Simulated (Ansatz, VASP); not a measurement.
**Two plane-wave programs on BAs**

```
B As
1.0
     0.00000    2.57958    2.38850
     2.57958    0.00000    2.38850
     2.57958    2.57958    0.00000
B As
1 1
Direct
  0.00000 0.00000 0.00000
  0.75000 0.75000 0.75000
```

Change from the starting cell: strain +0.080 along x and y, +0.000 along z, atoms carried along.

Alike in both runs: task single point; functional PBE; k mesh 10 × 10 × 10; occupations gaussian, width 0.05 eV; no spin polarisation.

|  | VASP | Ansatz |
| --- | --- | --- |
| version | VASP 6.6.1 | Ansatz 0.2.0 |
| potentials or method | VASP PAW PBE potentials, release 64 (B, As), cutoff 520 eV | scalar-relativistic, plane waves, PAW |
| valence electrons in the cell | 8 | 18 |

```csv
,VASP,Ansatz,Ansatz less VASP
gap on the k mesh at the Fermi level (eV),0.33,0.33,+0.005
least direct gap on the mesh (eV),2.36,2.35,-0.009
pressure (GPa),-12.9,-13.2,-0.29
"traceless stress, the component that is largest in VASP (GPa)",8.10,8.12,+0.021
```

VASP's potentials hold 8 valence electrons a cell and Ansatz's 18, so a difference there can come from the potentials and not from the codes.
